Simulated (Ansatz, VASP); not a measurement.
**One calculation of SiNi3, two programs**

```
Si Ni
1.0
     3.50631    0.00000    0.00000
     0.00000    3.50631    0.00000
     0.00000    0.00000    3.50631
Si Ni
1 3
Cartesian
  0.0000 0.0000 0.0000
  0.0000 1.7532 1.7532
  1.7532 0.0000 1.7532
  1.7532 1.7532 0.0000
```

Alike in both runs: functional PBE; k mesh 14 × 14 × 14; occupations gaussian, width 0.1 eV; no spin polarisation.

Ansatz relaxed the structure, and its values are those at the end. VASP's run is a single point on that final structure, the one shown.

|  | VASP | Ansatz |
| --- | --- | --- |
| version | VASP 6.6.1 | Ansatz 0.2.0 |
| potentials or method | VASP PAW PBE potentials, release 64 (Si, Ni), cutoff 520 eV | scalar-relativistic, plane waves, PAW |
| valence electrons in the cell | 34 | 58 |

|  | VASP | Ansatz | Ansatz less VASP |
| --- | --- | --- | --- |
| gap on the k mesh at the Fermi level (eV) | none | none | - |
| pressure (GPa) | 0.1 | 0.0 | -0.06 |

A gap of «none» marks a metal or a gap that the smearing closes. VASP's potentials hold 34 valence electrons a cell and Ansatz's 58, so a difference there can come from the potentials and not from the codes.
